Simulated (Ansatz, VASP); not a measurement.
# One calculation of Ni, two programs

```
Ni
1.0
    -1.39668    1.39668    1.39668
     1.39668   -1.39668    1.39668
     1.39668    1.39668   -1.39668
Ni
1
Direct
  0.00000 0.00000 0.00000
```

Alike in both runs: task relaxation of cell and atoms; functional PBE; k mesh 19 × 19 × 19; occupations fermi-dirac, width 0.05 eV; collinear spin.

|  | VASP | Ansatz |
| --- | --- | --- |
| version | VASP 6.6.1 | Ansatz 0.2.0 |
| potentials or method | VASP PAW PBE potentials, release 64 (Ni) | PAW with Ansatz's default frozen-core files, scalar-relativistic |
| plane-wave cutoff (eV) | 600 | 420 |
| valence electrons in the cell | 10 | 18 |

```csv
,VASP,Ansatz,Ansatz less VASP
net moment per atom (μB),0.53,0.55,+0.012
size of the moment on the site where the two differ most (μB),0.54,0.58,+0.033
relaxed volume (Å³/atom),10.97,10.98,+0.011
relaxed cell length with the largest relative difference (Å),2.424,2.425,+0.0008
```

Site moments also hang on the region over which each program counts them. VASP's potentials hold 10 valence electrons a cell and Ansatz's 18, so a difference there can come from the potentials and not from the codes.
